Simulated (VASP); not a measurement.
# Cu (Fm-3m) in VASP: relaxation of cell and atoms with LDA

Aim: the relaxation of cell and atoms of Cu with LDA.

All numbers are computed with VASP 6.6.1; they aren't measurements. Logs are shortened: lines on timing, memory, paths and dates and some standing lists are left out, and cuts for length are marked.

**1. The cell of the first run**

It takes space group Fm-3m (No. 225, cubic). The conventional cell has a = 3.615 Å, b = 3.615 Å, c = 3.615 Å, α = 90.00°, β = 90.00°, γ = 90.00°. Within 3.4 Å of Cu (site symmetry m-3m) lie 12 Cu at 2.56 Å.

**2. Relaxation of cell and atoms, LDA**

File INCAR:

```
SYSTEM = Cu
ALGO = Normal ; EDIFF = 1E-7
EDIFFG = -0.002 ; ENCUT = 820
GGA_COMPAT = .False. ; IBRION = 2
ISIF = 3 ; ISMEAR = 0
LASPH = .True. ; LCHARG = .False.
LREAL = .False. ; LWAVE = .False.
NELM = 120 ; NELMIN = 4
NSW = 80 ; PREC = Accurate
SIGMA = 0.1
```

File KPOINTS:

```
k-points
0
Gamma
  18 18 18
  0 0 0
```

File POSCAR:

```
Cu
1.0
    0.0000000000      1.8075000000      1.8075000000
    1.8075000000      0.0000000000      1.8075000000
    1.8075000000      1.8075000000      0.0000000000
Cu
1
Direct
    0.0000000000      0.0000000000      0.0000000000
```

Potentials or basis: VASP PAW LDA potentials, release 64 (Cu_sv_GW).

Command:

```
cat potpaw_LDA.64/Cu_sv_GW/POTCAR > POTCAR
mpirun -np 1 vasp_std > vasp.out
```

OUTCAR:

```text
SYSTEM = Cu
   EDIFF = 1E-7
   EDIFFG = -0.002
   ENCUT = 820
   IBRION = 2
   ISIF = 3
   ISMEAR = 0
   LASPH = .True.
   LREAL = .False.
   NELM = 120
   NELMIN = 4
   NSW = 80
   PREC = Accurate

 ion  position               nearest neighbor table
   1  0.000  0.000  0.000-

  LATTYP: Found a face centered cubic cell.
 ALAT       =     3.6150000000

  Lattice vectors:

 A1 = (   0.0000000000,   1.8075000000,   1.8075000000)
 A2 = (   1.8075000000,   0.0000000000,   1.8075000000)
 A3 = (   1.8075000000,   1.8075000000,   0.0000000000)

Analysis of symmetry for initial positions (statically):
=====================================================================
 Subroutine PRICEL returns:
 Original cell was already a primitive cell.

 Routine SETGRP: Setting up the symmetry group for a
 face centered cubic supercell.

 Subroutine GETGRP returns: Found 48 space group operations
 (whereof 48 operations were pure point group operations)
 out of a pool of 48 trial point group operations.

The static configuration has the point symmetry O_h .

Analysis of symmetry for dynamics (positions and initial velocities):
=====================================================================
 Subroutine PRICEL returns:
 Original cell was already a primitive cell.

 Routine SETGRP: Setting up the symmetry group for a
 face centered cubic supercell.

 Subroutine GETGRP returns: Found 48 space group operations
 (whereof 48 operations were pure point group operations)
 out of a pool of 48 trial point group operations.

The dynamic configuration has the point symmetry O_h .

 Subroutine INISYM returns: Found 48 space group operations
 (whereof 48 operations are pure point group operations),
 and found     1 'primitive' translations

----------------------------------------------------------------------------------------

                                     Primitive cell

  volume of cell :      11.8104

  direct lattice vectors                    reciprocal lattice vectors
     0.000000000  1.807500000  1.807500000    -0.276625173  0.276625173  0.276625173
     1.807500000  0.000000000  1.807500000     0.276625173 -0.276625173  0.276625173
     1.807500000  1.807500000  0.000000000     0.276625173  0.276625173 -0.276625173

  length of vectors
     2.556191014  2.556191014  2.556191014     0.479128854  0.479128854  0.479128854

  position of ions in fractional coordinates (direct lattice)
     0.000000000  0.000000000  0.000000000

  ion indices of the primitive-cell ions
[... 110 lines left out ...]
 maximum number of plane-waves:       641
   NGX = 11   NGY = 11   NGZ = 11

--------------------------------------- Ionic step        1  -------------------------------------------

 number of electron      19.0000008 magnetization

 Free energy of the ion-electron system (eV)
  ---------------------------------------------------
  ext. energy  EPLUGINS =         0.00000000
  ---------------------------------------------------
  free energy    TOTEN  =        -4.82600551 eV

  energy without entropy =       -4.82447021  energy(sigma->0) =       -4.82523786

------------------------ aborting loop because EDIFF is reached ----------------------------------------

  FORCE on cell =-STRESS in cart. coord.  units (eV):
  Direction    XX          YY          ZZ          XY          YZ          ZX
  --------------------------------------------------------------------------------------
  -------------------------------------------------------------------------------------
  Total       -0.9814059     -0.9814059     -0.9814059      0.0000000      0.0000000      0.0000000
  in kB     -133.1356458   -133.1356458   -133.1356458      0.0000000      0.0000000      0.0000000
  external PRESSURE =    -133.1356458 kB  Pullay stress =       0.0000000 kB
[... 86 lines left out ...]
  FREE ENERGIE OF THE ION-ELECTRON SYSTEM (eV)
  ---------------------------------------------------
  free  energy   TOTEN  =        -4.8674973008 eV

  energy  without entropy=       -4.8657487146  energy(sigma->0) =       -4.86662301

[... ionic steps 4 to 8 ...]

--------------------------------------- Ionic step        9  -------------------------------------------

 number of electron      18.9999999 magnetization

------------------------ aborting loop because EDIFF is reached ----------------------------------------
[... 65 lines left out ...]
--------------------------------------- Ionic step       11  -------------------------------------------

 number of electron      18.9999999 magnetization

 Free energy of the ion-electron system (eV)
  ---------------------------------------------------
  ext. energy  EPLUGINS =         0.00000000
  ---------------------------------------------------
  free energy    TOTEN  =        -4.86749884 eV

  energy without entropy =       -4.86575019  energy(sigma->0) =       -4.86662451

 E-fermi :   8.2024     XC(G=0): -14.3553

 val. band max:        8.2010084454   @ k =  -0.4444   0.1111   0.0556
 cond. band min:       8.2549237991   @ k =   0.4444   0.3889   0.0000
 fundamental gap:      0.0539153538
 Fermi energy:         8.2023704578

 k-point     1 :       0.0000    0.0000    0.0000
  band No.  band energies     occupation
      1    -103.4724      2.00000
      2     -61.3461      2.00000
      3     -61.3461      2.00000
      4     -61.3461      2.00000
      5      -1.8092      2.00000
      6       4.9222      2.00000
      7       4.9222      2.00000
      8       4.9222      2.00000
      9       5.8844      2.00000
     10       5.8844      2.00000
     11      31.5722      0.00000
     12      34.6582      0.00000
     13      34.6582      0.00000
[... 354 lines left out ...]
  band No.  band energies     occupation
      1    -103.4617      2.00000
      2     -61.4188      2.00000
      3     -61.3618      2.00000
      4     -61.3553      2.00000
      5       0.3763      2.00000
      6       4.5813      2.00000
      7       5.1042      2.00000
      8       5.1489      2.00000
      9       5.8238      2.00000
     10       6.1057      2.00000
     11      21.8920      0.00000
     12      29.1262      0.00000
     13      32.8501      0.00000

 [... further k-points ...]

------------------------ aborting loop because EDIFF is reached ----------------------------------------

  FORCE on cell =-STRESS in cart. coord.  units (eV):
  Direction    XX          YY          ZZ          XY          YZ          ZX
  --------------------------------------------------------------------------------------
  -------------------------------------------------------------------------------------
  Total       -0.0014871     -0.0014871     -0.0014871      0.0000000      0.0000000      0.0000000
  in kB       -0.2187232     -0.2187232     -0.2187232      0.0000000      0.0000000      0.0000000
  external PRESSURE =      -0.2187232 kB  Pullay stress =       0.0000000 kB
[... 16 lines left out ...]
  FREE ENERGIE OF THE ION-ELECTRON SYSTEM (eV)
  ---------------------------------------------------
  free  energy   TOTEN  =        -4.8674988399 eV

  energy  without entropy=       -4.8657501893  energy(sigma->0) =       -4.86662451

 reached required accuracy - stopping structural energy minimisation
```

Wall time 7.6 min (1 thread of AMD EPYC 7R43 (Zen 3), shared host); peak memory 0.18 GiB.

What came out:

```
Free energy                           : -4.8675 eV
Relaxed volume                        : 10.89 Å³/atom
Relaxed cell                          : a = 2.488 Å, b = 2.488 Å, c = 2.488 Å, α = 60.00°, β = 60.00°, γ = 60.00°
Space group after relaxing (to 0.1 Å) : Fm-3m (No. 225)
Energy gained by relaxing             : 41.5 meV/atom
Ionic steps                           : 11
Pressure after relaxing               : 0.0 GPa
Band gap on the k mesh                : zero (an odd number of electrons rules out a gap without spin polarisation)
```

The path:
| step | energy change (eV) | largest force (eV/Å) | pressure (GPa) | volume (Å³) |
| --- | --- | --- | --- | --- |
| 1 | 0.0000 | 0.0000 | -13.31 | 11.81 |
| 2 | -0.0120 | 0.0000 | 14.70 | 10.21 |
| 3 | -0.0415 | 0.0000 | -0.08 | 10.90 |
| 4 | -0.0415 | 0.0000 | 0.16 | 10.88 |
| 5 | -0.0415 | 0.0000 | 0.10 | 10.89 |
| 6 | -0.0414 | 0.0000 | -0.51 | 10.92 |
| 7 | -0.0415 | 0.0000 | -0.26 | 10.90 |
| 8 | -0.0415 | 0.0000 | 0.03 | 10.90 |
| 9 | -0.0415 | 0.0000 | -0.09 | 10.90 |
| 10 | -0.0415 | 0.0000 | 0.19 | 10.89 |
| 11 | -0.0415 | 0.0000 | -0.02 | 10.89 |

Final structure:
```yaml
crystal:
  lattice:
    - [0.00000, 1.75946, 1.75946]
    - [1.75946, 0.00000, 1.75946]
    - [1.75946, 1.75946, 0.00000]
  atoms:
    - { symbol: Cu, position: [0.00000, 0.00000, 0.00000] }
```

Levels at points of the mesh, in eV from the Fermi level:
```tsv
k point	band 6	band 7	band 8	band 9	band 10	band 11	band 12	band 13
(0.00, 0.00, 0.00)	-3.28	-3.28	-3.28	-2.32	-2.32	23.37	26.46	26.46
(0.50, 0.00, 0.00)	-3.31	-3.31	-1.67	-1.67	-1.24	4.18	21.83	23.20
(0.50, 0.50, 0.00)	-4.88	-1.68	-1.50	-1.50	1.41	7.72	13.63	13.63
```

LDA usually gives volumes a few per cent too small. Zero-point motion and thermal expansion aren't in these numbers.

The gap in the log of VASP goes by the Fermi energy; the results here count the filled bands.